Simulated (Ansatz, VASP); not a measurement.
## Al12H in VASP and in Ansatz

```
CELL_PARAMETERS angstrom
5.63146 0.00000 0.00000
-2.81573 4.87699 0.00000
0.00000 0.00000 21.56843
ATOMIC_POSITIONS crystal
Al 0.33333 0.16667 0.18546
Al 0.33333 0.66667 0.18546
Al 0.83333 0.16667 0.18546
Al 0.83333 0.66667 0.18546
Al 0.16667 0.33333 0.29140
Al 0.16667 0.83333 0.29140
Al 0.66667 0.33333 0.29140
Al 0.66667 0.83333 0.29140
Al 0.00000 0.00000 0.39727
Al 0.00000 0.50000 0.39727
Al 0.50000 0.00000 0.39727
Al 0.50000 0.50000 0.39727
H 0.00000 0.16667 0.49927
```

Alike in both runs: task single point; functional PBE; dispersion D3(BJ); k mesh 6 × 6 × 1; occupations gaussian, width 0.1 eV; no spin polarisation.

|  | VASP | Ansatz |
| --- | --- | --- |
| version | VASP 6.6.1 | Ansatz 0.2.0 |
| potentials or method | VASP PAW PBE potentials, release 64 (Al, H), cutoff 520 eV | scalar-relativistic, plane waves, PAW |
| valence electrons in the cell | 37 | 37 |

|  | VASP | Ansatz | Ansatz less VASP |
| --- | --- | --- | --- |
| gap on the k mesh at the Fermi level (eV) | none | none | - |
| rms of the force components (eV/Å) | 0.363 | 0.363 | -0.0003 |

Atom by atom the forces differ by 0.001 eV/Å (rms over components). A gap of «none» marks a metal or a gap that the smearing closes.
